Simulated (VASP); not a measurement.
TiO2: single point with r2SCAN

The system is TiO2.

```xyz
3
Lattice="0.0000 2.4726 2.3793 2.4726 0.0000 2.3793 2.4726 2.4726 0.0000" Properties=species:S:1:pos:R:3 pbc="T T T"
Ti    0.0000    0.0000    0.0000
O     1.2363    1.2363    1.1896
O     3.7089    3.7089    3.5689
```

This cell differs from its parent crystal: epitaxial xy strain +3.2%.

* Program: VASP 6.6.1
* Task: single point
* Functional: r2SCAN
* Potentials or basis: VASP PAW PBE potentials, release 64 (Ti_sv, O)
* Cutoff: 520 eV
* k mesh: 10 × 10 × 10
* Occupations: gaussian, width 0.01 eV
* Spin: no spin polarisation

| Quantity | Value |
| --- | --- |
| Pressure | -12.1 GPa |
| Band gap on the k mesh | 1.09 eV, indirect (least direct gap 1.81 eV) |

Stress tensor (GPa, compression positive):
```
-18.83   0.00   0.00
  0.00 -18.83   0.00
  0.00   0.00   1.47
```

Levels at points of the mesh, in eV from the valence-band top:
```tsv
k point	band 9	band 10	band 11	band 12	band 13	band 14	band 15	band 16
(0.00, 0.00, 0.00)	-6.06	-1.37	-1.37	-0.76	1.09	1.25	4.90	5.03
(0.50, 0.00, 0.00)	-3.62	-3.52	-2.84	-2.73	1.42	1.49	2.55	4.62
(0.50, 0.50, 0.00)	-4.89	-2.42	-2.42	0.00	1.81	1.85	2.71	3.92
(0.50, 0.00, 0.50)	-4.67	-2.60	-1.93	-0.44	1.64	1.93	2.50	3.76
```

Wall time 3.9 min on 1 thread of Intel(R) Xeon(R) Platinum 8259CL CPU @ 2.50GHz (Skylake/Cascade Lake) (shared host), peak memory 0.2 GiB.

Caveat: the cell differs from its parent crystal (epitaxial xy strain +3.2%); the PAW data sets were made with another functional, which shifts forces and pressure a little. A k mesh can miss the band edges.
